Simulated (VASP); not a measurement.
Runs of VASP 6.6.1 on Si. The structure is that of space group Fd-3m (No. 227), or close to it. The cells are those of the table. 

| task | cell | cutoff (eV) | smearing | ions in elastic constants | k mesh for the DOS | occupations for the DOS | gap on the mesh (eV) | pressure (GPa) | relaxed volume (Å³/atom) |
| --- | --- | --- | --- | --- | --- | --- | --- | --- | --- |
| single point | a = 3.868 Å, angles 60.0°, 2 atoms | 520 | gaussian 0.02 eV | - | - | - | 0.65 | 0.0 | - |
| relaxation of cell and atoms | relaxed from a = 3.866 Å, angles 60.0°, 2 atoms | 600 | gaussian 0.02 eV | - | - | - | 0.65 | -0.1 | (a) |
| single point | a = 3.868 Å, angles 60.0°, 2 atoms | 520 | gaussian 0.01 eV | - | - | - | 0.65 | -0.1 | - |
| relaxation of cell and atoms | relaxed from a = 3.868 Å, angles 60.0°, 2 atoms | 600 | gaussian 0.01 eV | - | - | - | 0.65 | 0.0 | 20.44 |

Alike in all rows: level PBE; potentials or basis VASP PAW PBE potentials, release 64 (Si); no spin polarisation; k mesh 8 × 8 × 8.

Problem. Fill in the values left out.

Solution. (a) 20.46.

A k mesh can miss the band edges.
